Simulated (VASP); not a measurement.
# TiMoSe4 (F-43m) in VASP: single point with PBE

Aim: the single point of TiMoSe4 with PBE.

All numbers are computed with VASP 6.6.1; they aren't measurements. Logs are shortened: lines on timing, memory, paths and dates and some standing lists are left out, and cuts for length are marked.

## 1. The cell of the first run

It takes space group F-43m (No. 216, cubic). The conventional cell has a = 8.618 Å, b = 8.618 Å, c = 8.618 Å, α = 90.00°, β = 90.00°, γ = 90.00°. Ti (site symmetry -43m) has 12 Se at 3.57 Å and 4 Mo at 3.73 Å within 4.7 Å. Within 4.7 Å of Mo (site symmetry -43m) lie 12 Se at 3.57 Å and 4 Ti at 3.73 Å. Se (site symmetry 3m) has 6 Se at 3.05 Å and 3 Mo at 3.57 Å and 3 Ti at 3.57 Å within 4.0 Å.

The cell was built from a structure type or drawn by symmetry, and may not be a known phase.

## 2. Single point, PBE, collinear spin

The input, INCAR:

```
PREC = Accurate
ENCUT = 520
EDIFF = 1E-6
ISMEAR = 0
SIGMA = 0.1
LREAL = False
LASPH = True
NELM = 150
ALGO = Normal
ISIF = 2
LWAVE = False
LCHARG = False
ISPIN = 2
MAGMOM = 1 -1 0 0 0 0
LORBIT = 11
LMAXMIX = 4
GGA = PE
NBANDS = 38
```

The input, KPOINTS:

```
regular mesh
0
Gamma
  4 4 4
```

The input, POSCAR:

```
TiMoSe4
1.0
    0.0000000000      4.3088511100      4.3088511100
    4.3088511100      0.0000000000      4.3088511100
    4.3088511100      4.3088511100      0.0000000000
Ti Mo Se
1 1 4
Direct
    0.0000000000      0.0000000000      0.0000000000
    0.2500000000      0.2500000000      0.2500000000
    0.6249890000      0.6249890000      0.1250330100
    0.6249890000      0.6249890000      0.6249890000
    0.6249890000      0.1250330100      0.6249890000
    0.1250330100      0.6249890000      0.6249890000
```

Potentials or basis: VASP PAW PBE potentials, release 64 (Ti_sv, Mo_sv, Se).

On the command line:

```console
cat potpaw_PBE.64/Ti_sv/POTCAR potpaw_PBE.64/Mo_sv/POTCAR potpaw_PBE.64/Se/POTCAR > POTCAR
mpirun -np 1 vasp_std > vasp.out
```

OUTCAR:

```text
PREC = Accurate
   ENCUT = 520
   EDIFF = 1E-6
   ISMEAR = 0
   LREAL = False
   LASPH = True
   NELM = 150
   ISIF = 2
   ISPIN = 2
   LORBIT = 11
   GGA = PE

 ion  position               nearest neighbor table
   1  0.000  0.000  0.000-
   2  0.250  0.250  0.250-
   3  0.625  0.625  0.125-
   4  0.625  0.625  0.625-
   5  0.625  0.125  0.625-
   6  0.125  0.625  0.625-

  LATTYP: Found a face centered cubic cell.
 ALAT       =     8.6177022200

  Lattice vectors:

 A1 = (   0.0000000000,   4.3088511100,   4.3088511100)
 A2 = (   4.3088511100,   0.0000000000,   4.3088511100)
 A3 = (   4.3088511100,   4.3088511100,   0.0000000000)

Analysis of symmetry for initial positions (statically):
=====================================================================
 Subroutine PRICEL returns:
 Original cell was already a primitive cell.

 Routine SETGRP: Setting up the symmetry group for a
 face centered cubic supercell.

 Subroutine GETGRP returns: Found 24 space group operations
 (whereof 24 operations were pure point group operations)
 out of a pool of 48 trial point group operations.

The static configuration has the point symmetry T_d .

Analysis of symmetry for dynamics (positions and initial velocities):
=====================================================================
 Subroutine PRICEL returns:
 Original cell was already a primitive cell.

 Routine SETGRP: Setting up the symmetry group for a
 face centered cubic supercell.

 Subroutine GETGRP returns: Found 24 space group operations
 (whereof 24 operations were pure point group operations)
 out of a pool of 48 trial point group operations.

The dynamic configuration has the point symmetry T_d .

Analysis of structural, dynamic, and magnetic symmetry:
=====================================================================
 Subroutine PRICEL returns:
 Original cell was already a primitive cell.

 Routine SETGRP: Setting up the symmetry group for a
 face centered cubic supercell.

 Subroutine GETGRP returns: Found 24 space group operations
 (whereof 24 operations were pure point group operations)
 out of a pool of 48 trial point group operations.

The overall configuration has the point symmetry T_d .

 Subroutine INISYM returns: Found 24 space group operations
 (whereof 24 operations are pure point group operations),
 and found     1 'primitive' translations

----------------------------------------------------------------------------------------

                                     Primitive cell

  volume of cell :     159.9980

  direct lattice vectors                    reciprocal lattice vectors
     0.000000000  4.308851110  4.308851110    -0.116040213  0.116040213  0.116040213
     4.308851110  0.000000000  4.308851110     0.116040213 -0.116040213  0.116040213
     4.308851110  4.308851110  0.000000000     0.116040213  0.116040213 -0.116040213

  length of vectors
     6.093635678  6.093635678  6.093635678     0.200987544  0.200987544  0.200987544

  position of ions in fractional coordinates (direct lattice)
     0.000000000  0.000000000  0.000000000
     0.250000000  0.250000000  0.250000000
     0.624989000  0.624989000  0.125033010
     0.624989000  0.624989000  0.624989000
     0.624989000  0.125033010  0.624989000
     0.125033010  0.624989000  0.624989000

  ion indices of the primitive-cell ions
   primitive index   ion index
                 1           1
                 2           2
                 3           3
                 4           4
                 5           5
                 6           6

----------------------------------------------------------------------------------------

 KPOINTS: regular mesh

Automatic generation of k-mesh.
 Grid dimensions read from file:
 generate k-points for:    4    4    4

 Generating k-lattice:

  Cartesian coordinates                     Fractional coordinates (reciprocal lattice)
    -0.029010053  0.029010053  0.029010053     0.250000000  0.000000000  0.000000000
     0.029010053 -0.029010053  0.029010053     0.000000000  0.250000000  0.000000000
     0.029010053  0.029010053 -0.029010053     0.000000000  0.000000000  0.250000000

  Length of vectors
     0.050246886  0.050246886  0.050246886

  Shift w.r.t. Gamma in fractional coordinates (k-lattice)
     0.000000000  0.000000000  0.000000000

 Subroutine IBZKPT returns following result:
 ===========================================

 Found      8 irreducible k-points:

 Following reciprocal coordinates:
            Coordinates               Weight
  0.000000  0.000000  0.000000      1.000000
  0.250000  0.000000  0.000000      8.000000
  0.500000  0.000000  0.000000      4.000000
  0.250000  0.250000  0.000000      6.000000
  0.500000  0.250000  0.000000     24.000000
 -0.250000  0.250000  0.000000     12.000000
  0.500000  0.500000  0.000000      3.000000
 -0.250000  0.500000  0.250000      6.000000
   k-points           NKPTS =      8   k-points in BZ     NKDIM =      8   number of bands    NBANDS=     38
   number of dos      NEDOS =    301   number of ions     NIONS =      6
   total plane-waves  NPLWV = 110592
   dimension x,y,z NGX =    48 NGY =   48 NGZ =   48
   dimension x,y,z NGXF=    96 NGYF=   96 NGZF=   96
   ions per type =               1   1   4
   NGX,Y,Z   is equivalent  to a cutoff of  13.10, 13.10, 13.10 a.u.
   NGXF,Y,Z  is equivalent  to a cutoff of  26.19, 26.19, 26.19 a.u.
 SYSTEM =  unknown system
   PREC   = accura    normal or accurate (medium, high low for compatibility)
   ISTART =      0    job   : 0-new  1-cont  2-samecut
   ICHARG =      2    charge: 1-file 2-atom 10-const
   ISPIN  =      2    spin polarized calculation?
   LNONCOLLINEAR =      F non collinear calculations
   LSORBIT =      F    spin-orbit coupling
   LASPH  =      T    aspherical Exc in radial PAW
   ENCUT  =  520.0 eV  38.22 Ry    6.18 a.u.  11.33 11.33 11.33*2*pi/ulx,y,z
   NELM   =    150;   NELMIN=  2; NELMDL= -5     # of ELM steps
   EDIFF  = 0.1E-05   stopping-criterion for ELM
   LREAL  =      F    real-space projection
   EDIFFG = 0.1E-04   stopping-criterion for IOM
   NSW    =      0    number of steps for IOM
   IBRION =     -1    ionic relax: 0-MD 1-quasi-New 2-CG
   NFREE  =      0    steps in history (QN), initial steepest desc. (CG)
   ISIF   =      2    stress and relaxation
   ISYM   =      2    0-nonsym 1-usesym 2-fastsym
   POTIM  = 0.5000    time-step for ionic-motion
   TEBEG  =    0.0;   TEEND  =   0.0 temperature during run
   PSTRESS=    0.0 pullay stress
   NELECT =      50.0000    total number of electrons
   NUPDOWN=      -1.0000    fix difference up-down
   EMIN   =  10.00;   EMAX   =-10.00  energy-range for DOS
   EFERMI =   0.00;   METHOD = LEGACY
   ISMEAR =     0;   SIGMA  =   0.10  broadening in eV -4-tet -1-fermi 0-gaus
   EFERMI_NEDOS =   21; number of points for ismear=-14 and -15
   IALGO  =     38    algorithm
   IMIX   =      4    mixing-type and parameters
     AMIX     =   0.40;   BMIX     =  1.00
     AMIX_MAG =   1.60;   BMIX_MAG =  1.00
  volume/ion in A,a.u.               =      26.67       179.95
  Fermi-wavevector in a.u.,A,eV,Ry     =   1.110947  2.099385 16.792355  1.234203
  Thomas-Fermi vector in A             =   2.247504
   LORBIT       =     11    0 simple, 1 ext, 2 COOP (PROOUT), +10 PAW based schemes
   GGA     = PE    functional components
   LHFCALC =     F    Hartree Fock is set to
   AEXX    =    0.0000 exact exchange contribution
   IVDW    =     0    specifies the selected vdW correction
   LEPSILON=     F    determine dielectric tensor
   LRPA    =     F    only Hartree local field effects (RPA)
 spin polarized calculation
 Gauss-broadening in eV      SIGMA  =   0.10
  energy-cutoff  :      520.00
  volume of cell :      160.00
 maximum number of plane-waves:      4336
 NGX is ok and might be reduce to    48
   NGX = 23   NGY = 23   NGZ = 23

 number of electron      50.0000000 magnetization       0.0000000

 number of electron      50.0000004 magnetization      -4.6152178

 Free energy of the ion-electron system (eV)
  ---------------------------------------------------
  ext. energy  EPLUGINS =         0.00000000
  ---------------------------------------------------
  free energy    TOTEN  =       -25.07952512 eV

  energy without entropy =      -25.01678048  energy(sigma->0) =      -25.04815280

 E-fermi :   4.2472     XC(G=0):  -9.4930

 val. band max:        4.2463526108   @ k =  -0.2500   0.2500   0.0000
 cond. band min:       4.2670291436   @ k =   0.2500   0.0000   0.0000
 fundamental gap:      0.0206765328
 Fermi energy:         4.2472383734

 spin component 1

 k-point     1 :       0.0000    0.0000    0.0000
  band No.  band energies     occupation
      1     -55.2079      1.00000
      2     -53.7277      1.00000
      3     -29.9774      1.00000
      4     -29.9774      1.00000
      5     -29.9774      1.00000
      6     -29.1531      1.00000
[... 309 lines left out ...]
     36       7.4648      0.00000
     37       8.7327      0.00000
 Fermi energy:         4.2472383734

 spin component 2

 k-point     1 :       0.0000    0.0000    0.0000
  band No.  band energies     occupation
      1     -57.5206      1.00000
      2     -53.8239      1.00000
      3     -31.7215      1.00000
      4     -31.7215      1.00000
      5     -31.7215      1.00000
      6     -30.0748      1.00000
[... 309 lines left out ...]
     36       6.6236      0.00000
     37       8.0666      0.00000
 [bands above 37 left out]

------------------------ aborting loop because EDIFF is reached ----------------------------------------

  FORCE on cell =-STRESS in cart. coord.  units (eV):
  Direction    XX          YY          ZZ          XY          YZ          ZX
  --------------------------------------------------------------------------------------
  -------------------------------------------------------------------------------------
  Total       -8.6034768     -8.6034768     -8.6034768     -0.0000000      0.0000000      0.0000000
  in kB      -86.1529428    -86.1529428    -86.1529428     -0.0000000      0.0000000      0.0000000
  external PRESSURE =     -86.1529428 kB  Pullay stress =       0.0000000 kB

 VOLUME and BASIS-vectors are now :
 -----------------------------------------------------------------------------
  energy-cutoff  :      520.00
  volume of cell :      160.00
      direct lattice vectors                 reciprocal lattice vectors
     0.000000000  4.308851110  4.308851110    -0.116040213  0.116040213  0.116040213
     4.308851110  0.000000000  4.308851110     0.116040213 -0.116040213  0.116040213
     4.308851110  4.308851110  0.000000000     0.116040213  0.116040213 -0.116040213

 POSITION                                       TOTAL-FORCE (eV/Angst)
 -----------------------------------------------------------------------------------
      0.00000      0.00000      0.00000        -0.000000     -0.000000     -0.000000
      2.15443      2.15443      2.15443         0.000000     -0.000000      0.000000
      3.23173      3.23173      5.38597        -0.008724     -0.008724      0.008724
      5.38597      5.38597      5.38597         0.008724      0.008724      0.008724
      3.23173      5.38597      3.23173        -0.008724      0.008724     -0.008724
      5.38597      3.23173      3.23173         0.008724     -0.008724     -0.008724
 -----------------------------------------------------------------------------------
    total drift:                               -0.000029     -0.000029     -0.000029

  FREE ENERGIE OF THE ION-ELECTRON SYSTEM (eV)
  ---------------------------------------------------
  free  energy   TOTEN  =       -25.0795251186 eV

  energy  without entropy=      -25.0167804754  energy(sigma->0) =      -25.04815280

 total charge

# of ion       s       p       d       tot
------------------------------------------
    1        2.102   5.967   1.845   9.914
    2        2.175   5.987   3.831  11.994
    3        1.535   2.059   0.033   3.627
    4        1.535   2.059   0.033   3.627
    5        1.535   2.059   0.033   3.627
    6        1.535   2.059   0.033   3.627
--------------------------------------------------
tot         10.419  20.190   5.809  36.418

 magnetization (x)

# of ion       s       p       d       tot
------------------------------------------
    1       -0.006  -0.009  -0.084  -0.100
    2       -0.089  -0.026  -3.448  -3.563
    3       -0.005   0.014  -0.003   0.006
    4       -0.005   0.014  -0.003   0.006
    5       -0.005   0.014  -0.003   0.006
    6       -0.005   0.014  -0.003   0.006
--------------------------------------------------
tot         -0.113   0.019  -3.545  -3.639
```

Wall time 7.5 min (1 thread of Intel Xeon 8259CL, shared host); peak memory 0.45 GiB.

Results:

```
Free energy                                           : -25.0795 eV
Pressure                                              : -8.6 GPa
Net moment                                            : -4.62 μB per cell
Site moments                                          : Ti -0.10; Mo -3.56; Se +0.01 μB
Valence electrons inside the program's atomic spheres : Ti 9.91; Mo 11.99; Se 3.63
```

Levels at points of the mesh, in eV from the Fermi level:
Spin up:
| k point | band 21 | band 22 | band 23 | band 24 | band 25 | band 26 |
| --- | --- | --- | --- | --- | --- | --- |
| (0.00, 0.00, 0.00) | 0.04 | 0.04 | 0.62 | 0.62 | 0.62 | 0.97 |
| (0.50, 0.00, 0.00) | -2.12 | -0.38 | 0.31 | 0.31 | 0.59 | 0.66 |
| (0.50, 0.50, 0.00) | -2.06 | -2.06 | -0.05 | -0.05 | 0.22 | 0.51 |
Spin down:
| k point | band 25 | band 26 | band 27 | band 28 | band 29 | band 30 |
| --- | --- | --- | --- | --- | --- | --- |
| (0.00, 0.00, 0.00) | 0.44 | 0.44 | 0.55 | 0.55 | 0.55 | 0.67 |
| (0.50, 0.00, 0.00) | -0.49 | -0.49 | -0.22 | 0.09 | 0.09 | 0.70 |
| (0.50, 0.50, 0.00) | -1.12 | -0.88 | -0.03 | -0.02 | 0.43 | 0.44 |

Caveat: the cell stands under tension.
